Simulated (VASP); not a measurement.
Runs of VASP 6.6.1 on BP. The structure is that of space group F-43m (No. 216), or close to it. The cells are those of the table. 

```tsv
task	level	cell	k mesh	cutoff (eV)	smearing	grid for exact exchange (PRECFOCK)	gap on the mesh (eV)	pressure (GPa)
single point	PBE0	a = 3.208 Å, angles 60.0°, 2 atoms	6 × 6 × 6	520	gaussian 0.01 eV	Normal	2.79	(a)
single point	r2SCAN	a = 3.208 Å, angles 60.0°, 2 atoms	8 × 8 × 8	520	fermi-dirac 0.02 eV	-	1.48	-0.5
single point	PBE	a = 3.208 Å, angles 60.0°, 2 atoms	10 × 10 × 10	520	fermi-dirac 0.02 eV	-	(b)	1.0
relaxation of cell and atoms	r2SCAN	relaxed from a = 3.216 Å, angles 60.0°, 2 atoms	8 × 8 × 8	600	fermi-dirac 0.02 eV	-	1.47	0.0
dielectric tensor	r2SCAN	a = 3.208 Å, angles 60.0°, 2 atoms	8 × 8 × 8	520	gaussian 0.01 eV	-	1.48	-
```

Alike in all rows: potentials or basis VASP PAW PBE potentials, release 64 (B, P); no spin polarisation.

Fill in the values left out.

(a) -2.0; (b) 1.24.

Caveats: the PAW data sets were made with another functional, which shifts forces and pressure a little (some runs).

A k mesh can miss the band edges.
